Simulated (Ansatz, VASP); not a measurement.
Two plane-wave programs on S

```
S
1.0
     1.69515    0.97870    6.10245
    -1.69515    0.97870    6.10245
     0.00000   -1.95739    6.10245
S
3
Direct
  0.00000 0.00000 0.00000
  0.25724 0.25724 0.25724
  0.74276 0.74276 0.74276
```

Alike in both runs: functional r2SCAN; k mesh 9 × 9 × 9; occupations gaussian, width 0.02 eV; no spin polarisation.

Ansatz relaxed the structure, and its values are those at the end. VASP's run is a single point on that final structure, the one shown.

|  | VASP | Ansatz |
| --- | --- | --- |
| version | VASP 6.6.1 | Ansatz 0.2.0 |
| potentials or method | VASP PAW PBE potentials, release 64 (S), cutoff 520 eV | scalar-relativistic, plane waves, PAW |
| valence electrons in the cell | 18 | 18 |

VASP gave:

| Quantity | Value |
| --- | --- |
| gap on the k mesh at the Fermi level (eV) | 0.73 |
| least direct gap on the mesh (eV) | 1.24 |
| pressure (GPa) | -0.3 |
| rms of the force components (eV/Å) | 0.015 |

**Question.** Which values does Ansatz return?

**Answer.** gap on the k mesh at the Fermi level (eV): 0.72; least direct gap on the mesh (eV): 1.24; pressure (GPa): 0.0; rms of the force components (eV/Å): 0.001.

VASP's potentials were made for PBE, not for r2SCAN. With one functional, cell and mesh, what is left measures potentials, basis and numerics.
